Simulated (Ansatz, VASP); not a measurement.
**WS2: VASP beside Ansatz**

```xyz
6
Lattice="3.1816 0.0000 0.0000 -1.5908 2.7554 0.0000 0.0000 0.0000 13.0674" Properties=species:S:1:pos:R:3 pbc="T T T"
W     0.0000    1.8369    3.2668
W     1.5908    0.9185    9.8005
S     0.0000    1.8369    8.2410
S     1.5908    0.9185    1.7074
S     0.0000    1.8369   11.3600
S     1.5908    0.9185    4.8263
```

Alike in both runs: functional r2SCAN; k mesh 12 × 12 × 2; occupations gaussian, width 0.02 eV; no spin polarisation.

Ansatz relaxed the structure, and its values are those at the end. VASP's run is a single point on that final structure, the one shown.

|  | VASP | Ansatz |
| --- | --- | --- |
| version | VASP 6.6.1 | Ansatz 0.2.0 |
| potentials or method | VASP PAW PBE potentials, release 64 (W_sv, S), cutoff 520 eV | scalar-relativistic, plane waves, PAW |
| valence electrons in the cell | 52 | 52 |

Ansatz gave:

* gap on the k mesh at the Fermi level (eV): 1.37
* least direct gap on the mesh (eV): 1.88
* pressure (GPa): 0.0
* rms of the force components (eV/Å): 0.000

Task: Which values does VASP return?

Result: gap on the k mesh at the Fermi level (eV): 1.38; least direct gap on the mesh (eV): 1.88; pressure (GPa): 0.2; rms of the force components (eV/Å): 0.010.

VASP's potentials were made for PBE, not for r2SCAN. With one functional, cell and mesh, what is left measures potentials, basis and numerics.

Neither program's run includes spin-orbit coupling.
